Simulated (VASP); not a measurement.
Crystal: Si4C.

```
Si C
1.0
    -3.24714    3.24714    1.47379
     3.24714   -3.24714    1.47379
     3.24714    3.24714   -1.47379
Si C
4 1
Direct
  0.76775 0.50000 0.26775
  0.23225 0.50000 0.73225
  0.50000 0.76775 0.26775
  0.50000 0.23225 0.73225
  0.00000 0.00000 0.00000
```

- Program: VASP 6.6.1
- Task: relaxation of cell and atoms
- Functional: PBE
- Potentials or basis: VASP PAW PBE potentials, release 64 (Si, C)
- Cutoff: 600 eV
- k mesh: 14 × 14 × 14
- Occupations: gaussian, width 0.1 eV
- Spin: no spin polarisation

At the start: pressure 0.2 GPa; volume 12.43 Å³/atom.

Q: Where does the relaxation end?

A: Over 6 steps the energy falls by 2.8 meV/atom and the volume is 12.44 Å³/atom (+0.1 %); space group I4/mmm (No. 139, to 0.1 Å) before and after.

Step by step:
| step | energy change (eV) | largest force (eV/Å) | pressure (GPa) | volume (Å³) |
| --- | --- | --- | --- | --- |
| 1 | 0.0000 | 0.0605 | 0.25 | 62.16 |
| 2 | -0.0126 | 0.0970 | -0.37 | 62.32 |
| 3 | -0.0127 | 0.0933 | -0.33 | 62.31 |
| 4 | -0.0137 | 0.0107 | 0.23 | 62.10 |
| 5 | -0.0137 | 0.0151 | 0.20 | 62.11 |
| 6 | -0.0139 | 0.0031 | 0.05 | 62.22 |

Final structure:
```
CELL_PARAMETERS angstrom
-3.26887 3.26887 1.45577
3.26887 -3.26887 1.45577
3.26887 3.26887 -1.45577
ATOMIC_POSITIONS crystal
Si 0.76647 0.50000 0.26647
Si 0.23353 0.50000 0.73353
Si 0.50000 0.76647 0.26647
Si 0.50000 0.23353 0.73353
C 0.00000 0.00000 0.00000
```
